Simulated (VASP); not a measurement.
Here is a VASP 6.6.1 calculation.

The input INCAR:

```
PREC = Accurate ; ENCUT = 600
EDIFF = 1E-6 ; ISMEAR = 0
SIGMA = 0.1 ; LREAL = F
LASPH = T ; NELM = 100
ALGO = Normal ; ISIF = 3
LWAVE = F ; LCHARG = F
GGA = PE ; IBRION = 2
NSW = 90 ; EDIFFG = -0.04
```

KPOINTS

```
Automatic mesh
0
Gamma
  6 6 2
```

Contents of POSCAR:

```
ScS4
1.0
    4.3599747300      0.0000000000      0.0000000000
   -2.1799873600      3.7758488700      0.0000000000
    0.0000000000      0.0000000000      7.9762954300
Sc S
1 4
Direct
    0.0000000000      0.0000000000      0.0000000000
    0.5000000000      0.0000000000      0.0000000000
    0.0000000000      0.5000000000      0.0000000000
    0.5000000000      0.5000000000      0.0000000000
    0.0000000000      0.0000000000      0.5000000000
```

Potentials or basis: VASP PAW PBE potentials, release 64 (Sc_sv, S).

Run with:

```console
$ cat potpaw_PBE.64/Sc_sv/POTCAR potpaw_PBE.64/S/POTCAR > POTCAR
$ mpirun -np 1 vasp_std > vasp.out
```

Q: What does it give for the relaxed volume?

A: 23.91 Å³/atom.

Q: Predict the relaxed cell.

A: a = 5.237 Å, b = 5.237 Å, c = 5.033 Å, α = 90.00°, β = 90.00°, γ = 120.00°.

Q: What does it give for the space group after relaxing (to 0.1 Å)?

A: P6/mmm (No. 191).

Q: Estimate the band gap on the k mesh.

A: Zero (an odd number of electrons rules out a gap without spin polarisation).

Final structure:
```yaml
crystal:
  lattice:
    - [5.23671, 0.00000, 0.00000]
    - [-2.61836, 4.53512, 0.00000]
    - [0.00000, 0.00000, 5.03292]
  atoms:
    - { symbol: Sc, position: [0.00000, 0.00000, 0.00000] }
    - { symbol: S, position: [0.50000, 0.00000, 0.00000] }
    - { symbol: S, position: [0.00000, 0.50000, 0.00000] }
    - { symbol: S, position: [0.50000, 0.50000, 0.00000] }
    - { symbol: S, position: [0.00000, 0.00000, 0.50000] }
```

Caveat: the k points lie up to 0.62 Å⁻¹ apart in the final cell, too coarse for converged energies and pressures of a metal; a cell axis changed by over 15 % at a fixed basis, so the end point is rough.
